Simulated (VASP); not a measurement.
N, 2 atoms in the cell. Symmetry: P6_3/mmc, No. 194, hexagonal system. The conventional cell has a = 2.519 Å, b = 2.519 Å, c = 2.446 Å, α = 90.00°, β = 90.00°, γ = 120.00°. Within 2.5 Å of N (site symmetry -6m2) lie 8 N at 1.90 to 2.45 Å. 

* Program: VASP 6.6.1
* Task: single point
* Functional: LDA
* Potentials or basis: VASP PAW LDA potentials, release 64 (N)
* Cutoff: 600 eV
* k mesh: 12 × 12 × 11
* Occupations: gaussian, width 0.01 eV
* Spin: no spin polarisation
* Dipole correction: no
* Further INCAR settings: ALGO = Normal; EDIFF = 1e-06; NBANDS = 12

Potentials or basis: VASP PAW LDA potentials, release 64 (N).

Run with:

```console
$ cat potpaw_LDA.64/N/POTCAR > POTCAR
$ mpirun -np 1 vasp_std > vasp.out
```

Hardware: 1 thread of AMD EPYC 9R45 96-Core Processor (Zen 5), with other jobs on the host.

Problem. Estimate the wall time of this run.

Solution. Wall time 7.5 s on 1 thread of AMD EPYC 9R45 96-Core Processor (Zen 5), with other jobs on the host, peak memory 0.09 GiB. Counts: scf iterations 10, k points 114.
